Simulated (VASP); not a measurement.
# Si (P6/mmm) in VASP: single point with LDA

Aim: the single point of Si with LDA.

Everything below comes from runs of VASP 6.6.1. Logs are shortened: lines on timing, memory, paths and dates and some standing lists are left out, and cuts for length are marked.

### 1 The cell of the first run

Symmetry: P6/mmm, No. 191, hexagonal system. Conventional cell: a = 2.527 Å, b = 2.527 Å, c = 2.373 Å, α = 90.00°, β = 90.00°, γ = 120.00°. Si (site symmetry 6/mmm) has 8 Si at 2.37 to 2.53 Å within 3.1 Å.

This isn't the form of Si at room conditions, which is diamond.

### 2 Single point, LDA

INCAR

```
SYSTEM = Si
PREC = Accurate
ENCUT = 500
EDIFF = 1E-6
ISMEAR = 1
SIGMA = 0.1
LREAL = .FALSE.
LASPH = .TRUE.
NELM = 120
ALGO = Normal
ISIF = 2
LWAVE = .FALSE.
LCHARG = .FALSE.
NBANDS = 8
GGA_COMPAT = .FALSE.
```

KPOINTS

```
regular mesh
0
G
  13 13 12
  0 0 0
```

POSCAR

```
Si
1.0
    2.5270000000      0.0000000000      0.0000000000
   -1.2635000000      2.1884462000      0.0000000000
    0.0000000000      0.0000000000      2.3730000000
Si
1
Direct
    0.0000000000      0.0000000000      0.0000000000
```

Potentials or basis: VASP PAW LDA potentials, release 64 (Si).

Started as:

```console
$ cat potpaw_LDA.64/Si/POTCAR > POTCAR
$ mpirun -np 1 vasp_std > vasp.out
```

OUTCAR:

```text
SYSTEM = Si
   PREC = Accurate
   ENCUT = 500
   EDIFF = 1E-6
   ISMEAR = 1
   LREAL = .FALSE.
   LASPH = .TRUE.
   NELM = 120
   ISIF = 2

 ion  position               nearest neighbor table
   1  0.000  0.000  0.000-

  LATTYP: Found a hexagonal cell.
 ALAT       =     2.5270000000
 C/A-ratio  =     0.9390581717

  Lattice vectors:

 A1 = (   2.5270000000,   0.0000000000,   0.0000000000)
 A2 = (  -1.2635000000,   2.1884462000,   0.0000000000)
 A3 = (   0.0000000000,   0.0000000000,   2.3730000000)

Analysis of symmetry for initial positions (statically):
=====================================================================
 Subroutine PRICEL returns:
 Original cell was already a primitive cell.

 Routine SETGRP: Setting up the symmetry group for a
 hexagonal supercell.

 Subroutine GETGRP returns: Found 24 space group operations
 (whereof 24 operations were pure point group operations)
 out of a pool of 24 trial point group operations.

The static configuration has the point symmetry D_6h.

Analysis of symmetry for dynamics (positions and initial velocities):
=====================================================================
 Subroutine PRICEL returns:
 Original cell was already a primitive cell.

 Routine SETGRP: Setting up the symmetry group for a
 hexagonal supercell.

 Subroutine GETGRP returns: Found 24 space group operations
 (whereof 24 operations were pure point group operations)
 out of a pool of 24 trial point group operations.

The dynamic configuration has the point symmetry D_6h.

 Subroutine INISYM returns: Found 24 space group operations
 (whereof 24 operations are pure point group operations),
 and found     1 'primitive' translations

----------------------------------------------------------------------------------------

                                     Primitive cell

  volume of cell :      13.1232

  direct lattice vectors                    reciprocal lattice vectors
     2.527000000  0.000000000  0.000000000     0.395726157  0.228472603  0.000000000
    -1.263500000  2.188446200  0.000000000     0.000000000  0.456945206  0.000000000
     0.000000000  0.000000000  2.373000000     0.000000000  0.000000000  0.421407501

  length of vectors
     2.527000000  2.527000004  2.373000000     0.456945207  0.456945206  0.421407501

  position of ions in fractional coordinates (direct lattice)
     0.000000000  0.000000000  0.000000000

  ion indices of the primitive-cell ions
   primitive index   ion index
                 1           1

----------------------------------------------------------------------------------------

 KPOINTS: regular mesh

Automatic generation of k-mesh.
 Grid dimensions read from file:
 generate k-points for:   13   13   12

 Generating k-lattice:

  Cartesian coordinates                     Fractional coordinates (reciprocal lattice)
     0.030440474  0.017574816  0.000000000     0.076923077  0.000000000  0.000000000
     0.000000000  0.035149631  0.000000000     0.000000000  0.076923077  0.000000000
     0.000000000  0.000000000  0.035117292     0.000000000  0.000000000  0.083333333

  Length of vectors
     0.035149631  0.035149631  0.035117292

  Shift w.r.t. Gamma in fractional coordinates (k-lattice)
     0.000000000  0.000000000  0.000000000

 Subroutine IBZKPT returns following result:
 ===========================================

 Found    147 irreducible k-points:

 Following reciprocal coordinates:
            Coordinates               Weight
  0.000000  0.000000  0.000000      1.000000
  0.076923 -0.000000  0.000000      6.000000
  0.153846 -0.000000  0.000000      6.000000
  0.230769  0.000000  0.000000      6.000000
  0.307692 -0.000000  0.000000      6.000000
  0.384615  0.000000  0.000000      6.000000
[... 16 lines left out ...]
  0.076923 -0.000000  0.083333     12.000000
  0.153846 -0.000000  0.083333     12.000000
 [... further k-points ...]
   k-points           NKPTS =    147   k-points in BZ     NKDIM =    147   number of bands    NBANDS=      8
   number of dos      NEDOS =    301   number of ions     NIONS =      1
   total plane-waves  NPLWV =   5832
   dimension x,y,z NGX =    18 NGY =   18 NGZ =   18
   dimension x,y,z NGXF=    36 NGYF=   36 NGZF=   36
   ions per type =               1
   NGX,Y,Z   is equivalent  to a cutoff of  11.84, 11.84, 12.61 a.u.
   NGXF,Y,Z  is equivalent  to a cutoff of  23.68, 23.68, 25.22 a.u.
 SYSTEM =  Si
   PREC   = accura    normal or accurate (medium, high low for compatibility)
   ISTART =      0    job   : 0-new  1-cont  2-samecut
   ICHARG =      2    charge: 1-file 2-atom 10-const
   ISPIN  =      1    spin polarized calculation?
   LNONCOLLINEAR =      F non collinear calculations
   LSORBIT =      F    spin-orbit coupling
   LASPH  =      T    aspherical Exc in radial PAW
   ENCUT  =  500.0 eV  36.75 Ry    6.06 a.u.   4.61  4.61  4.33*2*pi/ulx,y,z
   NELM   =    120;   NELMIN=  2; NELMDL= -5     # of ELM steps
   EDIFF  = 0.1E-05   stopping-criterion for ELM
   LREAL  =      F    real-space projection
   EDIFFG = 0.1E-04   stopping-criterion for IOM
   NSW    =      0    number of steps for IOM
   IBRION =     -1    ionic relax: 0-MD 1-quasi-New 2-CG
   NFREE  =      0    steps in history (QN), initial steepest desc. (CG)
   ISIF   =      2    stress and relaxation
   ISYM   =      2    0-nonsym 1-usesym 2-fastsym
   POTIM  = 0.5000    time-step for ionic-motion
   TEBEG  =    0.0;   TEEND  =   0.0 temperature during run
   PSTRESS=    0.0 pullay stress
   NELECT =       4.0000    total number of electrons
   NUPDOWN=      -1.0000    fix difference up-down
   EMIN   =  10.00;   EMAX   =-10.00  energy-range for DOS
   EFERMI =   0.00;   METHOD = LEGACY
   ISMEAR =     1;   SIGMA  =   0.10  broadening in eV -4-tet -1-fermi 0-gaus
   EFERMI_NEDOS =   21; number of points for ismear=-14 and -15
   IALGO  =     38    algorithm
   IMIX   =      4    mixing-type and parameters
     AMIX     =   0.40;   BMIX     =  1.00
     AMIX_MAG =   1.60;   BMIX_MAG =  1.00
  volume/ion in A,a.u.               =      13.12        88.56
  Fermi-wavevector in a.u.,A,eV,Ry     =   1.101747  2.082000 16.515384  1.213846
  Thomas-Fermi vector in A             =   2.238179
   LORBIT       =      0    0 simple, 1 ext, 2 COOP (PROOUT), +10 PAW based schemes
   GGA     = CA    functional components
   LHFCALC =     F    Hartree Fock is set to
   AEXX    =    0.0000 exact exchange contribution
   IVDW    =     0    specifies the selected vdW correction
   LEPSILON=     F    determine dielectric tensor
   LRPA    =     F    only Hartree local field effects (RPA)
 non-spin polarized calculation
 Methfessel and Paxton  Order N= 1 SIGMA  =   0.10
  energy-cutoff  :      500.00
  volume of cell :       13.12
 maximum number of plane-waves:       345
   NGX =  9   NGY =  9   NGZ =  9

 number of electron       3.9999999 magnetization

 Free energy of the ion-electron system (eV)
  ---------------------------------------------------
  ext. energy  EPLUGINS =         0.00000000
  ---------------------------------------------------
  free energy    TOTEN  =        -5.67148476 eV

  energy without entropy =       -5.67185719  energy(sigma->0) =       -5.67160890

 E-fermi :  11.2093     XC(G=0): -11.6021

 val. band max:       11.1455142935   @ k =   0.3846   0.2308   0.3333
 cond. band min:      11.2508428040   @ k =   0.3077   0.2308   0.3333
 fundamental gap:      0.1053285105
 Fermi energy:        11.2093428364

 k-point     1 :       0.0000    0.0000    0.0000
  band No.  band energies     occupation
      1      -3.9389      2.00000
      2      18.8012      0.00000
      3      19.9982      0.00000
      4      22.6098      0.00000
      5      22.6098      0.00000
      6      23.8466      0.00000
      7      23.8466      0.00000
      8      29.6225      0.00000

 k-point     2 :       0.0769   -0.0000    0.0000
  band No.  band energies     occupation
      1      -3.7603      2.00000
      2      18.2365      0.00000
      3      20.1461      0.00000
      4      21.0482      0.00000
      5      21.3067      0.00000
      6      24.2376      0.00000
      7      25.4540      0.00000
      8      31.4008      0.00000

 k-point     3 :       0.1538   -0.0000    0.0000
  band No.  band energies     occupation
      1      -3.2257      2.00000
      2      15.9973      0.00000
      3      19.7743      0.00000
      4      19.8323      0.00000
      5      20.5893      0.00000
      6      24.4696      0.00000
      7      27.8356      0.00000
      8      33.8641      0.00000

 k-point     4 :       0.2308    0.0000    0.0000
  band No.  band energies     occupation
      1      -2.3382      2.00000
      2      12.9575     -0.00000
      3      18.6337      0.00000
      4      19.0832      0.00000
      5      21.3261      0.00000
      6      25.0069      0.00000
      7      30.5231      0.00000
      8      34.1846      0.00000

 k-point     5 :       0.3077   -0.0000    0.0000
  band No.  band energies     occupation
      1      -1.1037      2.00000
      2       9.9422      2.00000
      3      17.7322      0.00000
      4      18.5010      0.00000
      5      22.3510      0.00000
      6      26.0089      0.00000
      7      31.7775      0.00000
      8      33.4384      0.00000
[... 177 lines left out ...]
 k-point    22 :       0.0000    0.0000    0.0833
  band No.  band energies     occupation
      1      -3.7628      2.00000
      2      16.0672      0.00000
      3      22.6586      0.00000
      4      22.7438      0.00000
      5      22.7438      0.00000
      6      23.9884      0.00000
      7      23.9884      0.00000
      8      29.7952      0.00000

 k-point    23 :       0.0769   -0.0000    0.0833
  band No.  band energies     occupation
      1      -3.5844      2.00000
      2      16.0756      0.00000
      3      20.3626      0.00000
      4      21.4467      0.00000
      5      22.7363      0.00000
      6      24.7545      0.00000
      7      25.5881      0.00000
      8      31.5686      0.00000

 k-point    24 :       0.1538   -0.0000    0.0833
  band No.  band energies     occupation
      1      -3.0502      2.00000
      2      15.5177      0.00000
      3      17.9873      0.00000
      4      19.9754      0.00000
      5      21.9640      0.00000
      6      25.7166      0.00000
      7      27.9611      0.00000
      8      33.6054      0.00000

 [... further k-points ...]
[... 5 lines left out ...]
  --------------------------------------------------------------------------------------
  -------------------------------------------------------------------------------------
  Total        1.1059519      1.1059519      1.5880248      0.0000000     -0.0000000      0.0000000
  in kB      135.0230649    135.0230654    193.8782082      0.0000000     -0.0000000      0.0000000
  external PRESSURE =     154.6414462 kB  Pullay stress =       0.0000000 kB

 VOLUME and BASIS-vectors are now :
 -----------------------------------------------------------------------------
  energy-cutoff  :      500.00
  volume of cell :       13.12
      direct lattice vectors                 reciprocal lattice vectors
     2.527000000  0.000000000  0.000000000     0.395726157  0.228472603  0.000000000
    -1.263500000  2.188446200  0.000000000     0.000000000  0.456945206  0.000000000
     0.000000000  0.000000000  2.373000000     0.000000000  0.000000000  0.421407501

 POSITION                                       TOTAL-FORCE (eV/Angst)
 -----------------------------------------------------------------------------------
      0.00000      0.00000      0.00000         0.000000      0.000000      0.000000
 -----------------------------------------------------------------------------------
    total drift:                               -0.000000     -0.000000      0.000000

  FREE ENERGIE OF THE ION-ELECTRON SYSTEM (eV)
  ---------------------------------------------------
  free  energy   TOTEN  =        -5.6714847554 eV

  energy  without entropy=       -5.6718571860  energy(sigma->0) =       -5.67160890
```

Wall time 10 s (1 thread of Intel Xeon 8259CL, shared host); peak memory 0.11 GiB.

What came out:

| Quantity | Value |
| --- | --- |
| Free energy | -5.6715 eV |
| Pressure | 15.5 GPa |
| Band gap on the k mesh | zero (bands 2 and 3 overlap by 11.97 eV) |

Stress tensor (GPa, compression positive):
```
13.50  0.00  0.00
 0.00 13.50  0.00
 0.00  0.00 19.39
```

Caveat: the stress differs along the axes, from 14 to 19 GPa.

The gap in the log of VASP goes by the Fermi energy; the results here count the filled bands.